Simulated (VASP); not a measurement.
# Sr4Ti4O11 (a cell with a defect) in VASP: further runs, part 2 of 2

VASP 6.6.1. The steps go on from the part before.

### Step 3. Single point, r2SCAN (atoms taken out, then relaxed in part)

POSCAR

```
Sr4Ti4O11
1.0
   -3.9072701075      3.9072701075      3.9072701075
    3.9072701075     -3.9072701075      3.9072701075
    3.9072701075      3.9072701075     -3.9072701075
Sr Ti O
4 4 11
Direct
    0.4991024805     -0.0017950391      0.4991024805
    0.0008975195      0.5000000000      0.4991024805
    0.0008975195      0.0017950391      0.0008975195
    0.4991024805      0.5000000000      0.0008975195
    0.4836782793      0.5000000000      0.4836782793
    0.0000000000      0.0000000000      0.5000000000
    0.0163217207      0.5000000000      0.0163217207
    0.5000000000      0.0000000000      0.0000000000
    0.2747493185      0.2562459083      0.5185034101
    0.2500000000      0.0000000000      0.7500000000
    0.2500000000      0.5000000000      0.2500000000
    0.7500000000      0.0000000000      0.2500000000
    0.7622575018      0.7437540917      0.5185034101
    0.7377424982      0.2562459083     -0.0185034101
    0.2252506815      0.7437540917     -0.0185034101
    0.5185034101      0.2562459083      0.2747493185
   -0.0185034101      0.7437540917      0.2252506815
   -0.0185034101      0.2562459083      0.7377424982
    0.5185034101      0.7437540917      0.7622575018
```

INCAR.step1

```
SYSTEM = Sr4Ti4O11
ALGO     = Normal         ! electronic algorithm
EDIFF    = 1E-4           ! SCF threshold, eV
ENCUT    = 520            ! plane-wave cutoff, eV
GGA      = PE             ! functional
ISMEAR   = 0              ! smearing method
LASPH    = .TRUE.         ! aspherical terms in the spheres
LCHARG   = .FALSE.        ! write CHGCAR
LREAL    = Auto         
LWAVE    = .TRUE.         ! write WAVECAR
NBANDS   = 92             ! bands
NELECT   = 152.0        
NELM     = 100            ! most SCF steps
PREC     = Accurate       ! precision mode
SIGMA    = 0.02           ! smearing width, eV
```

INCAR.step2

```
SYSTEM = Sr4Ti4O11
ALGO     = Normal         ! electronic algorithm
EDIFF    = 1E-7           ! SCF threshold, eV
ENCUT    = 520            ! plane-wave cutoff, eV
ISIF     = 2              ! what is computed and relaxed
ISMEAR   = 0              ! smearing method
ISTART   = 1            
LASPH    = .TRUE.         ! aspherical terms in the spheres
LCHARG   = .FALSE.        ! write CHGCAR
LMIXTAU  = .TRUE.       
LREAL    = Auto         
LWAVE    = .FALSE.        ! write WAVECAR
METAGGA  = R2SCAN         ! meta-GGA
NBANDS   = 92             ! bands
NELECT   = 152.0        
NELM     = 100            ! most SCF steps
PREC     = Accurate       ! precision mode
SIGMA    = 0.02           ! smearing width, eV
```

KPOINTS

```
Automatic mesh
0
Gamma
  2 2 2
  0.5 0.5 0.5
```

Potentials or basis: VASP PAW PBE potentials, release 64 (Sr_sv, Ti_sv, O).

On the command line:

```sh
$ cat potpaw_PBE.64/Sr_sv/POTCAR potpaw_PBE.64/Ti_sv/POTCAR potpaw_PBE.64/O/POTCAR > POTCAR
$ cp INCAR.step1 INCAR
$ mpirun -np 1 vasp_std > vasp.out
$ cp INCAR.step2 INCAR
$ mpirun -np 1 vasp_std > vasp.out
```

OUTCAR:

```text
SYSTEM = Sr4Ti4O11
   EDIFF = 1E-7
   ENCUT = 520
   ISIF = 2
   ISMEAR = 0
   ISTART = 1
   LASPH = .TRUE.
   LREAL = Auto
   METAGGA = R2SCAN
   NELECT = 152.0
   NELM = 100
   PREC = Accurate

 ion  position               nearest neighbor table
   1  0.499  0.998  0.499-   9 2.67  16 2.67  14 2.67  18 2.67  11 2.75  12 2.76  10 2.76  13 2.86
                            19 2.86  15 2.86  17 2.86   5 3.30   7 3.30   8 3.38   6 3.38   8 3.38
   2  0.001  0.500  0.499-  13 2.67  18 2.67  15 2.67  16 2.67  11 2.75  10 2.76  12 2.76  19 2.86
                            14 2.86   9 2.86  17 2.86   5 3.30   7 3.30   6 3.38   6 3.38   8 3.38
   3  0.001  0.002  0.001-  15 2.67  17 2.67  13 2.67  19 2.67  11 2.75  10 2.76  12 2.76  18 2.86
                            14 2.86   9 2.86  16 2.86   7 3.30   5 3.30   6 3.38   8 3.38   6 3.38
   4  0.499  0.500  0.001-  14 2.67  19 2.67   9 2.67  17 2.67  11 2.75  12 2.76  10 2.76  18 2.86
                            13 2.86  15 2.86  16 2.86   5 3.30   7 3.30   8 3.38   6 3.38   6 3.38
   5  0.484  0.500  0.484-  11 1.83   9 1.92  16 1.92  13 1.92  19 1.92   1 3.30   3 3.30   4 3.30
                             2 3.30   4 3.47   2 3.47   3 3.47   1 3.47
   6  0.000  0.000  0.500-  10 1.95  12 1.95  13 2.01  18 2.01  17 2.01   9 2.01   3 3.38   1 3.38
                             2 3.38   2 3.38   4 3.38   4 3.38   3 3.38   1 3.38
   7  0.016  0.500  0.016-  11 1.83  15 1.92  17 1.92  14 1.92  18 1.92   3 3.30   1 3.30   4 3.30
                             2 3.30   2 3.47   4 3.47   1 3.47   3 3.47
   8  0.500  0.000  0.000-  10 1.95  12 1.95  14 2.01  19 2.01  16 2.01  15 2.01   3 3.38   1 3.38
                             4 3.38   2 3.38   4 3.38   2 3.38   1 3.38   3 3.38
   9  0.275  0.256  0.519-   5 1.92   6 2.01   1 2.67   4 2.67   3 2.86   2 2.86
  10  0.250  0.000  0.750-   6 1.95   8 1.95   4 2.76   2 2.76   1 2.76   3 2.76
  11  0.250  0.500  0.250-   5 1.83   7 1.83   1 2.75   3 2.75   2 2.75   4 2.75
  12  0.750  0.000  0.250-   6 1.95   8 1.95   2 2.76   4 2.76   3 2.76   1 2.76
  13  0.762  0.744  0.519-   5 1.92   6 2.01   2 2.67   3 2.67   1 2.86   4 2.86
  14  0.738  0.256  0.981-   7 1.92   8 2.01   4 2.67   1 2.67   3 2.86   2 2.86
  15  0.225  0.744  0.981-   7 1.92   8 2.01   3 2.67   2 2.67   1 2.86   4 2.86
  16  0.519  0.256  0.275-   5 1.92   8 2.01   1 2.67   2 2.67   3 2.86   4 2.86
  17  0.981  0.744  0.225-   7 1.92   6 2.01   3 2.67   4 2.67   1 2.86   2 2.86
  18  0.981  0.256  0.738-   7 1.92   6 2.01   2 2.67   1 2.67   3 2.86   4 2.86
  19  0.519  0.744  0.762-   5 1.92   8 2.01   4 2.67   3 2.67   1 2.86   2 2.86

  LATTYP: Found a body centered cubic cell.
 ALAT       =     7.8145402150

  Lattice vectors:

 A1 = (  -3.9072701075,   3.9072701075,   3.9072701075)
 A2 = (   3.9072701075,  -3.9072701075,   3.9072701075)
 A3 = (   3.9072701075,   3.9072701075,  -3.9072701075)

Analysis of symmetry for initial positions (statically):
=====================================================================
 Subroutine PRICEL returns:
 Original cell was already a primitive cell.

 Routine SETGRP: Setting up the symmetry group for a
 body centered cubic supercell.

 Subroutine GETGRP returns: Found 16 space group operations
 (whereof  4 operations were pure point group operations)
 out of a pool of 48 trial point group operations.

The static configuration has the point symmetry C_2v.
 The point group associated with its full space group is D_4h.

Analysis of symmetry for dynamics (positions and initial velocities):
=====================================================================
 Subroutine PRICEL returns:
 Original cell was already a primitive cell.

 Routine SETGRP: Setting up the symmetry group for a
 body centered cubic supercell.

 Subroutine GETGRP returns: Found 16 space group operations
[... 103 lines left out ...]
   ions per type =               4   4  11
   NGX,Y,Z   is equivalent  to a cutoff of  12.28, 12.28, 12.28 a.u.
   NGXF,Y,Z  is equivalent  to a cutoff of  24.57, 24.57, 24.57 a.u.
 SYSTEM =  Sr4Ti4O11
   PREC   = accura    normal or accurate (medium, high low for compatibility)
   ISTART =      1    job   : 0-new  1-cont  2-samecut
   ICHARG =      0    charge: 1-file 2-atom 10-const
   ISPIN  =      1    spin polarized calculation?
   LNONCOLLINEAR =      F non collinear calculations
   LSORBIT =      F    spin-orbit coupling
   LASPH  =      T    aspherical Exc in radial PAW
   ENCUT  =  520.0 eV  38.22 Ry    6.18 a.u.  12.58 12.58 12.58*2*pi/ulx,y,z
   NELM   =    100;   NELMIN=  2; NELMDL=  0     # of ELM steps
   EDIFF  = 0.1E-06   stopping-criterion for ELM
   LREAL  =      T    real-space projection
   EDIFFG = 0.1E-05   stopping-criterion for IOM
   NSW    =      0    number of steps for IOM
   IBRION =     -1    ionic relax: 0-MD 1-quasi-New 2-CG
   NFREE  =      0    steps in history (QN), initial steepest desc. (CG)
   ISIF   =      2    stress and relaxation
   ISYM   =      2    0-nonsym 1-usesym 2-fastsym
   POTIM  = 0.5000    time-step for ionic-motion
   TEBEG  =    0.0;   TEEND  =   0.0 temperature during run
   PSTRESS=    0.0 pullay stress
   NELECT =     152.0000    total number of electrons
   NUPDOWN=      -1.0000    fix difference up-down
   EMIN   =  10.00;   EMAX   =-10.00  energy-range for DOS
   EFERMI =   0.00;   METHOD = LEGACY
   ISMEAR =     0;   SIGMA  =   0.02  broadening in eV -4-tet -1-fermi 0-gaus
   EFERMI_NEDOS =   21; number of points for ismear=-14 and -15
   IALGO  =     38    algorithm
   IMIX   =      4    mixing-type and parameters
     AMIX     =   0.40;   BMIX     =  1.00
     AMIX_MAG =   1.60;   BMIX_MAG =  1.00
  volume/ion in A,a.u.               =      12.56        84.75
  Fermi-wavevector in a.u.,A,eV,Ry     =   1.408627  2.661919 26.997078  1.984229
  Thomas-Fermi vector in A             =   2.530765
   LORBIT       =      0    0 simple, 1 ext, 2 COOP (PROOUT), +10 PAW based schemes
   METAGGA = R2SCAN    functional components
   LHFCALC =     F    Hartree Fock is set to
   AEXX    =    0.0000 exact exchange contribution
   IVDW    =     0    specifies the selected vdW correction
   LEPSILON=     F    determine dielectric tensor
   LRPA    =     F    only Hartree local field effects (RPA)
 non-spin polarized calculation
 Gauss-broadening in eV      SIGMA  =   0.02
  energy-cutoff  :      520.00
  volume of cell :      238.61
 maximum number of plane-waves:      6428
 NGX is ok and might be reduce to    50
   NGX = 25   NGY = 25   NGZ = 25

 number of electron     151.9999992 magnetization

 Free energy of the ion-electron system (eV)
  ---------------------------------------------------
  ext. energy  EPLUGINS =         0.00000000
  ---------------------------------------------------
  free energy    TOTEN  =      -253.64195837 eV

  energy without entropy =     -253.64195837  energy(sigma->0) =     -253.64195837

 E-fermi :   3.9118     XC(G=0): -11.5607

 val. band max:        3.6556794459   @ k =   0.2500  -0.2500   0.2500
 cond. band min:       5.9773088500   @ k =   0.2500  -0.2500   0.2500
 fundamental gap:      2.3216294042
 Fermi energy:         3.9118484728

 k-point     1 :       0.2500    0.2500    0.2500
  band No.  band energies     occupation
      1     -55.2407      2.00000
      2     -55.2407      2.00000
      3     -55.1521      2.00000
      4     -55.1497      2.00000
      5     -30.6638      2.00000
      6     -30.5640      2.00000
[... 262 lines left out ...]
     87       7.8702      0.00000
     88       8.1121      0.00000
 [bands above 88 left out]

------------------------ aborting loop because EDIFF is reached ----------------------------------------

  FORCE on cell =-STRESS in cart. coord.  units (eV):
  Direction    XX          YY          ZZ          XY          YZ          ZX
  --------------------------------------------------------------------------------------
  -------------------------------------------------------------------------------------
  Total      -17.7018690    -16.2354610    -17.7018690      0.0000000      0.0000000      0.0000000
  in kB     -118.8637450   -109.0171716   -118.8637450      0.0000000      0.0000000      0.0000000
  external PRESSURE =    -115.5815539 kB  Pullay stress =       0.0000000 kB

 VOLUME and BASIS-vectors are now :
 -----------------------------------------------------------------------------
  energy-cutoff  :      520.00
  volume of cell :      238.61
      direct lattice vectors                 reciprocal lattice vectors
    -3.907270108  3.907270108  3.907270108     0.000000000  0.127966582  0.127966582
     3.907270108 -3.907270108  3.907270108     0.127966582  0.000000000  0.127966582
     3.907270108  3.907270108 -3.907270108     0.127966582  0.127966582  0.000000000

 POSITION                                       TOTAL-FORCE (eV/Angst)
 -----------------------------------------------------------------------------------
      3.90026      0.00000      3.90026        -0.018853     -0.000000     -0.018853
      3.90026      0.00000      0.00701        -0.018853      0.000000      0.018853
      0.00701     -0.00000      0.00701         0.018853      0.000000      0.018853
      0.00701     -0.00000      3.90026         0.018853      0.000000     -0.018853
      1.95364      1.82609      1.95364         0.000000      0.108940      0.000000
      1.95364      1.95364     -1.95364         0.000000     -0.000000      0.000000
[... 11 lines left out ...]
      0.04881      5.71631      1.95364        -0.009358     -0.000638      0.000000
      3.85846      2.09823      1.95364         0.009358      0.000638      0.000000
 -----------------------------------------------------------------------------------
    total drift:                                0.000003     -0.000004      0.000003

  FREE ENERGIE OF THE ION-ELECTRON SYSTEM (eV)
  ---------------------------------------------------
  free  energy   TOTEN  =      -253.6419583702 eV

  energy  without entropy=     -253.6419583702  energy(sigma->0) =     -253.64195837
```

It took 4.9 min on 1 thread of Intel Xeon 6975P-C (Granite Rapids), shared host; peak memory 0.4 GiB.

Results:

```yaml
Free_energy: -253.6420 eV
Largest_force: 0.109 eV/Å
```

Forces on the atoms (eV/Å):
```
Sr  -0.019  0.000 -0.019
Sr  -0.019  0.000  0.019
Sr   0.019  0.000  0.019
Sr   0.019  0.000 -0.019
Ti   0.000  0.109  0.000
Ti   0.000  0.000  0.000
Ti   0.000 -0.109  0.000
Ti   0.000  0.000  0.000
O    0.000  0.001 -0.009
O    0.000  0.000  0.000
O    0.000  0.000  0.000
O    0.000  0.000  0.000
O    0.000  0.001  0.009
O    0.000 -0.001 -0.009
O    0.000 -0.001  0.009
O   -0.009  0.001  0.000
O    0.009 -0.001  0.000
O   -0.009 -0.001  0.000
O    0.009  0.001  0.000
```

Levels at points of the mesh, in eV from the Fermi level:
```
           k point  band 73  band 74  band 75  band 76  band 77  band 78  band 79  band 80
(0.25, 0.25, 0.25)    -1.08    -1.05    -0.88    -0.73     2.70     2.76     2.76     3.08
```

Caveat: the k points lie up to 0.57 Å⁻¹ apart; the cell carries a net charge on a neutralising background, which shifts energy and pressure; the cell differs from its parent crystal (atoms taken out, then relaxed in part); the cell is charged against a uniform background, so pressure and absolute levels hang on convention; the PAW data sets were made with another functional, which shifts forces and pressure a little.

### Step 4. Single point, r2SCAN

POSCAR

```
Sr4Ti4O11
1.0
   -3.9072701075      3.9072701075      3.9072701075
    3.9072701075     -3.9072701075      3.9072701075
    3.9072701075      3.9072701075     -3.9072701075
Sr Ti O
4 4 11
Direct
    0.5008975438     -0.0008975576      0.4999999862
   -0.0008975576      0.5008975438      0.4999999862
   -0.0008975576     -0.0008975576     -0.0017951152
    0.5008975438      0.5008975438      0.0017951152
    0.5163217399      0.5163217399      0.4999999862
   -0.0163217536     -0.0163217536      0.4999999862
    0.0000000000      0.4999999862      0.0000000000
    0.4999999862      0.0000000000      0.0000000000
    0.7252507306      0.4814966583      0.7437540585
    0.2622574001      0.0185033279      0.7437540585
    0.2377425861      0.4814966583      0.2562459140
    0.7747492282      0.0185033279      0.2562459140
    0.7499999794      0.7499999794      0.4999999862
    0.7499999794      0.2499999931      0.0000000000
    0.2499999931      0.7499999794      0.0000000000
    0.4814966583      0.2377425861      0.2562459140
    0.0185033279      0.7747492282      0.2562459140
    0.0185033279      0.2622574001      0.7437540585
    0.4814966583      0.7252507306      0.7437540585
```

INCAR.step1

```
PREC     = Accurate       # precision mode
ENCUT    = 520            # plane-wave cutoff, eV
ISMEAR   = 0              # smearing method
SIGMA    = 0.02           # smearing width, eV
LREAL    = Auto         
LASPH    = True           # aspherical terms in the spheres
NELM     = 100            # most SCF steps
NELECT   = 152.0        
NBANDS   = 92             # bands
GGA      = PE             # functional
ALGO     = Normal         # electronic algorithm
EDIFF    = 1E-4           # SCF threshold, eV
LWAVE    = True           # write WAVECAR
LCHARG   = False          # write CHGCAR
```

INCAR.step2

```
PREC     = Accurate       # precision mode
ENCUT    = 520            # plane-wave cutoff, eV
EDIFF    = 1E-7           # SCF threshold, eV
ISMEAR   = 0              # smearing method
SIGMA    = 0.02           # smearing width, eV
LREAL    = Auto         
LASPH    = True           # aspherical terms in the spheres
NELM     = 100            # most SCF steps
ALGO     = Normal         # electronic algorithm
ISIF     = 2              # what is computed and relaxed
LWAVE    = False          # write WAVECAR
LCHARG   = False          # write CHGCAR
METAGGA  = R2SCAN         # meta-GGA
LMIXTAU  = True         
NELECT   = 152.0        
NBANDS   = 92             # bands
ISTART   = 1
```

KPOINTS is that of step 3.

On the command line:

```sh
$ cat potpaw_PBE.64/Sr_sv/POTCAR potpaw_PBE.64/Ti_sv/POTCAR potpaw_PBE.64/O/POTCAR > POTCAR
$ cp INCAR.step1 INCAR
$ mpirun -np 1 vasp_std > vasp.out
$ cp INCAR.step2 INCAR
$ mpirun -np 1 vasp_std > vasp.out
```

It took 4.7 min on 1 thread of Intel Xeon 6975P-C (Granite Rapids), shared host; peak memory 0.39 GiB.

The run converged. Its results:

- Free energy: -253.6420 eV
- Largest force: 0.109 eV/Å

Forces in eV/Å, atoms in the order of the input:
```
Sr  -0.019  0.019  0.000
Sr   0.019 -0.019  0.000
Sr  -0.019 -0.019  0.000
Sr   0.019  0.019  0.000
Ti   0.000  0.000 -0.109
Ti   0.000  0.000  0.109
Ti   0.000  0.000  0.000
Ti   0.000  0.000  0.000
O    0.000  0.009 -0.001
O    0.000  0.009  0.001
O    0.000 -0.009 -0.001
O    0.000 -0.009  0.001
O    0.000  0.000  0.000
O    0.000  0.000  0.000
O    0.000  0.000  0.000
O   -0.009  0.000 -0.001
O   -0.009  0.000  0.001
O    0.009  0.000  0.001
O    0.009  0.000 -0.001
```

Levels at points of the mesh, in eV from the Fermi level:
| k point | band 72 | band 73 | band 74 | band 75 | band 76 | band 77 | band 78 | band 79 | band 80 | band 81 |
| --- | --- | --- | --- | --- | --- | --- | --- | --- | --- | --- |
| (0.25, 0.25, 0.25) | -1.08 | -1.08 | -1.05 | -0.88 | -0.73 | 2.70 | 2.76 | 2.76 | 3.08 | 3.24 |

Caveat: the k points lie up to 0.57 Å⁻¹ apart; the cell carries a net charge on a neutralising background, which shifts energy and pressure; the cell is charged against a uniform background, so pressure and absolute levels hang on convention; the PAW data sets were made with another functional, which shifts forces and pressure a little.

### Step 5. Single point, r2SCAN

POSCAR

```
Sr4Ti4O11
1.0
   -3.9072701075      3.9072701075      3.9072701075
    3.9072701075     -3.9072701075      3.9072701075
    3.9072701075      3.9072701075     -3.9072701075
Sr Ti O
4 4 11
Direct
    0.4991024286     -0.0017951152      0.4991024286
    0.0008975576      0.4999999862      0.4991024286
    0.0008975576      0.0017951152      0.0008975576
    0.4991024286      0.4999999862      0.0008975576
    0.4836782326      0.4999999862      0.4836782326
    0.0000000000      0.0000000000      0.4999999862
    0.0163217536      0.4999999862      0.0163217536
    0.4999999862      0.0000000000      0.0000000000
    0.2747493699      0.2562459140      0.5185034421
    0.2499999931      0.0000000000      0.7499999794
    0.2499999931      0.4999999862      0.2499999931
    0.7499999794      0.0000000000      0.2499999931
    0.7622575143      0.7437540585      0.5185034421
    0.7377424444      0.2562459140     -0.0185034559
    0.2252506164      0.7437540585     -0.0185034559
    0.5185034421      0.2562459140      0.2747493699
   -0.0185034559      0.7437540585      0.2252506164
   -0.0185034559      0.2562459140      0.7377424444
    0.5185034421      0.7437540585      0.7622575143
```

INCAR.step1

```
PREC = Accurate ; ENCUT = 520
ISMEAR = 0 ; SIGMA = 0.02
LREAL = Auto ; LASPH = T
NELM = 60 ; NBANDS = 92
NELECT = 152.0 ; GGA = PE
ALGO = Normal ; EDIFF = 1E-4
LWAVE = T ; LCHARG = F
```

INCAR.step2

```
PREC = Accurate ; ENCUT = 520
EDIFF = 1E-6 ; ISMEAR = 0
SIGMA = 0.02 ; LREAL = Auto
LASPH = T ; NELM = 60
ALGO = Normal ; ISIF = 2
LWAVE = F ; LCHARG = F
METAGGA = R2SCAN ; LMIXTAU = T
NBANDS = 92 ; NELECT = 152.0
ISTART = 1
```

KPOINTS is that of step 4.

On the command line:

```sh
$ cat potpaw_PBE.64/Sr_sv/POTCAR potpaw_PBE.64/Ti_sv/POTCAR potpaw_PBE.64/O/POTCAR > POTCAR
$ cp INCAR.step1 INCAR
$ mpirun -np 1 vasp_std > vasp.out
$ cp INCAR.step2 INCAR
$ mpirun -np 1 vasp_std > vasp.out
```

Run time: 4.2 min. Hardware: 1 thread of Intel Xeon 6975P-C (Granite Rapids), shared host; peak memory 0.39 GiB.

It converged, with:

| Property | Result |
| --- | --- |
| Free energy | -253.6420 eV |
| Largest force | 0.109 eV/Å |

Forces on the atoms (eV/Å):
```
Sr  -0.019  0.000 -0.019
Sr  -0.019  0.000  0.019
Sr   0.019  0.000  0.019
Sr   0.019  0.000 -0.019
Ti   0.000  0.109  0.000
Ti   0.000  0.000  0.000
Ti   0.000 -0.109  0.000
Ti   0.000  0.000  0.000
O    0.000  0.001 -0.009
O    0.000  0.000  0.000
O    0.000  0.000  0.000
O    0.000  0.000  0.000
O    0.000  0.001  0.009
O    0.000 -0.001 -0.009
O    0.000 -0.001  0.009
O   -0.009  0.001  0.000
O    0.009 -0.001  0.000
O   -0.009 -0.001  0.000
O    0.009  0.001  0.000
```

Levels at points of the mesh, in eV from the Fermi level:
| k point | band 72 | band 73 | band 74 | band 75 | band 76 | band 77 | band 78 | band 79 | band 80 | band 81 |
| --- | --- | --- | --- | --- | --- | --- | --- | --- | --- | --- |
| (0.25, 0.25, 0.25) | -1.08 | -1.08 | -1.05 | -0.88 | -0.73 | 2.70 | 2.76 | 2.76 | 3.08 | 3.24 |

Caveat: the k points lie up to 0.57 Å⁻¹ apart; the cell carries a net charge on a neutralising background, which shifts energy and pressure; the cell is charged against a uniform background, so pressure and absolute levels hang on convention; the PAW data sets were made with another functional, which shifts forces and pressure a little.
